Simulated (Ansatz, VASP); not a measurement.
# ZrZn4N: VASP beside Ansatz

The input INCAR:

```
SYSTEM = ZrZn4N
PREC     = Accurate       ! precision mode
ENCUT    = 600            ! plane-wave cutoff, eV
EDIFF    = 1E-6           ! SCF threshold, eV
ISMEAR   = 0              ! smearing method
SIGMA    = 0.1            ! smearing width, eV
LREAL    = .FALSE.        ! projectors in reciprocal space
LASPH    = .TRUE.         ! aspherical terms in the spheres
NELM     = 100            ! most SCF steps
ALGO     = Normal         ! electronic algorithm
ISIF     = 3              ! what is computed and relaxed
LWAVE    = .FALSE.        ! write WAVECAR
LCHARG   = .FALSE.        ! write CHGCAR
GGA      = PE             ! functional
IBRION   = 2              ! ionic algorithm
NSW      = 90             ! ionic steps
EDIFFG   = -0.04          ! ionic threshold
```

File KPOINTS:

```
Automatic mesh
0
G
  4 4 4
  0 0 0
```

POSCAR

```
ZrZn4N
1.0
    0.0000000000      3.6888760600      3.6888760600
    3.6888760600      0.0000000000      3.6888760600
    3.6888760600      3.6888760600      0.0000000000
Zr Zn N
1 4 1
Direct
    0.5000000000      0.5000000000      0.5000000000
    0.1555672300      0.1555672300      0.1555672300
    0.1555672300      0.1555672300      0.5332983200
    0.1555672300      0.5332983200      0.1555672300
    0.5332983200      0.1555672300      0.1555672300
    0.0000000000      0.0000000000      0.0000000000
```

Input for Ansatz:

```yaml
crystal:
  lattice:
    - [0.0, 3.68887606, 3.68887606]
    - [3.68887606, 0.0, 3.68887606]
    - [3.68887606, 3.68887606, 0.0]
  atoms:
    - { symbol: Zr, position: [0.5, 0.5, 0.5] }
    - { symbol: Zn, position: [0.15556723, 0.15556723, 0.15556723] }
    - { symbol: Zn, position: [0.15556723, 0.15556723, 0.53329832] }
    - { symbol: Zn, position: [0.15556723, 0.53329832, 0.15556723] }
    - { symbol: Zn, position: [0.53329832, 0.15556723, 0.15556723] }
    - { symbol: "N", position: [0.0, 0.0, 0.0] }
basis:
  ecutwfc: 420
kpoints:
  mp_grid: { grid: [4, 4, 4] }
hamiltonian:
  xc: pbe
scf:
  occupations: { method: gaussian, width: 0.1 }
  lower_state_search: "off"
output:
  forces: true
  stress: true
  eigenvalues: true
relax:
  adjacent_minimum: "off"
  f_tol: 0.04
  max_steps: 70
  cell: { stress_tol: 0.4 }
```

Alike in both runs: task relaxation of cell and atoms; functional PBE; k mesh 4 × 4 × 4; occupations gaussian, width 0.1 eV; no spin polarisation.

|  | VASP | Ansatz |
| --- | --- | --- |
| version | VASP 6.6.1 | Ansatz 0.2.0 |
| potentials or method | VASP PAW PBE potentials, release 64 (Zr_sv, Zn, N), cutoff 600 eV | scalar-relativistic, plane waves, PAW |
| valence electrons in the cell | 65 | 65 |

Ansatz gave:

```
gap on the k mesh at the Fermi level, each at its own relaxed structure (eV) : none
relaxed volume (Å³/atom)                                                     : 20.45
relaxed cell length with the largest relative difference (Å)                 : 5.578
```

Task: What did VASP give for the same quantities?

Result: gap on the k mesh at the Fermi level, each at its own relaxed structure (eV): none; relaxed volume (Å³/atom): 20.52; relaxed cell length with the largest relative difference (Å): 5.584.

A gap of «none» marks a metal or a gap that the smearing closes.

The k mesh is coarse, so the values compare programs but aren't converged. Noted on VASP's run: the volume moved by over 15 % at a fixed basis, so the end points are rough.
